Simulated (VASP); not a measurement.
## Mo: single point with PBEsol

Crystal: Mo.

```xyz
2
Lattice="0.0000 2.8793 2.8793 2.8793 0.0000 2.8793 2.8793 2.8793 0.0000" Properties=species:S:1:pos:R:3 pbc="T T T"
Mo    0.7198    0.7198    0.7198
Mo    5.0387    5.0387    5.0387
```

This cell differs from its parent crystal: volume scaled by 1.08.

```json
{"Program": "VASP 6.6.1", "Task": "single point", "Functional": "PBEsol", "Potentials or basis": "VASP PAW PBE potentials, release 64 (Mo_sv)", "Cutoff": "520 eV", "k mesh": "11 × 11 × 11", "Occupations": "fermi-dirac, width 0.1 eV", "Spin": "no spin polarisation", "Dipole correction": "no", "Further INCAR settings": "ALGO = Normal; EDIFF = 1e-06; NBANDS = 21"}
```

```yaml
Pressure: -7.4 GPa
Band_gap_on_the_k_mesh: zero (band 14 reaches 6.56 eV, above the bottom of band 15 at 6.10 eV)
```

Levels at points of the mesh, in eV from the Fermi level:
```csv
k point,band 11,band 12,band 13,band 14,band 15,band 16,band 17,band 18
"(0.00, 0.00, 0.00)",-2.05,-1.25,-1.25,-1.25,1.28,1.28,1.28,4.20
```

Wall time 47 s on 1 thread of Intel(R) Xeon(R) Platinum 8375C CPU @ 2.90GHz (Ice Lake), on a shared host, peak memory 0.19 GiB.

Caveat: the PAW data sets were made with another functional, which shifts forces and pressure a little.
